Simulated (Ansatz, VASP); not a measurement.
## One calculation of WSe2, two programs

File INCAR:

```
SYSTEM = WSe2
PREC = Accurate ; ENCUT = 520
EDIFF = 1E-7 ; ISMEAR = 0
SIGMA = 0.05 ; LREAL = .FALSE.
LASPH = .TRUE. ; NELM = 80
ALGO = Normal ; ISIF = 2
LWAVE = .FALSE. ; LCHARG = .FALSE.
GGA = PE ; IVDW = 12
NBANDS = 20
```

Contents of KPOINTS:

```
Automatic mesh
0
G
  9 9 4
  0 0 0
```

Contents of POSCAR:

```
WSe2
1.0
    3.1480727436      0.0000000000      0.0000000000
   -1.5740363718      2.7263109689      0.0000000000
    0.0000000000      0.0000000000      7.6003920249
W Se
1 2
Direct
    0.0000000000      0.0000000000      0.0000000000
    0.3333333333      0.6666666667      0.2048671987
    0.3333333333      0.6666666667      0.7951328013
```

Input for Ansatz:

```yaml
crystal:
  lattice:
    - [3.1480727436, 0.0, 0.0]
    - [-1.5740363718, 2.7263109689, 0.0]
    - [0.0, 0.0, 7.6003920249]
  atoms:
    - { symbol: W, position: [0.0, 0.0, 0.0] }
    - { symbol: Se, position: [0.3333333333, 0.6666666667, 0.2048671987] }
    - { symbol: Se, position: [0.3333333333, 0.6666666667, 0.7951328013] }
basis:
  ecutwfc: 420
kpoints:
  mp_grid: { grid: [9, 9, 4] }
hamiltonian:
  xc: pbe
  pseudopotentials: { kind: paw, azcp: { folder: soft_1 } }
  dispersion: d3bj
scf:
  occupations: { method: gaussian, width: 0.05 }
output:
  forces: true
  stress: true
  eigenvalues: true
```

Alike in both runs: task single point; functional PBE; dispersion D3(BJ); k mesh 9 × 9 × 4; occupations gaussian, width 0.05 eV; no spin polarisation.

|  | VASP | Ansatz |
| --- | --- | --- |
| version | VASP 6.6.1 | Ansatz 0.2.0 |
| potentials or method | VASP PAW PBE potentials, release 64 (W_sv, Se), cutoff 520 eV | scalar-relativistic, plane waves, PAW |
| valence electrons in the cell | 26 | 46 |

Ansatz gave:

```
gap on the k mesh at the Fermi level (eV)                     : 1.80
least direct gap on the mesh (eV)                             : 1.82
pressure (GPa)                                                : 25.2
traceless stress, the component that is largest in VASP (GPa) : 4.64
rms of the force components (eV/Å)                            : 1.969
```

Estimate VASP's values.

gap on the k mesh at the Fermi level (eV): 1.78; least direct gap on the mesh (eV): 1.81; pressure (GPa): 25.8; traceless stress, the component that is largest in VASP (GPa): 4.76; rms of the force components (eV/Å): 2.012.

Atom by atom the forces differ by 0.043 eV/Å (rms over components). VASP's potentials hold 26 valence electrons a cell and Ansatz's 46, so a difference there can come from the potentials and not from the codes.

Neither program's run includes spin-orbit coupling.
